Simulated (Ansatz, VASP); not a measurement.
# K in VASP and in Ansatz

```xyz
2
Lattice="0.0000 4.2258 4.2258 4.2258 0.0000 4.2258 4.2258 4.2258 0.0000" Properties=species:S:1:pos:R:3 pbc="T T T"
K    -1.0565   -1.0565   -1.0565
K     1.0565    1.0565    1.0565
```

Change from the starting cell: volume scaled by 0.68, LAPW.

Alike in both runs: task single point; functional PBE; k mesh 8 × 8 × 8; occupations fermi-dirac, width 0.1 eV; no spin polarisation.

|  | VASP | Ansatz |
| --- | --- | --- |
| version | VASP 6.6.1 | Ansatz 0.2.0 |
| potentials or method | VASP PAW PBE potentials, release 64 (K_sv), cutoff 520 eV | all-electron LAPW, scalar-relativistic |

|  | VASP | Ansatz | Ansatz less VASP |
| --- | --- | --- | --- |
| pressure (GPa) | 0.9 | 0.9 | +0.01 |

Ansatz ran all-electron here, and VASP with PAW potentials.
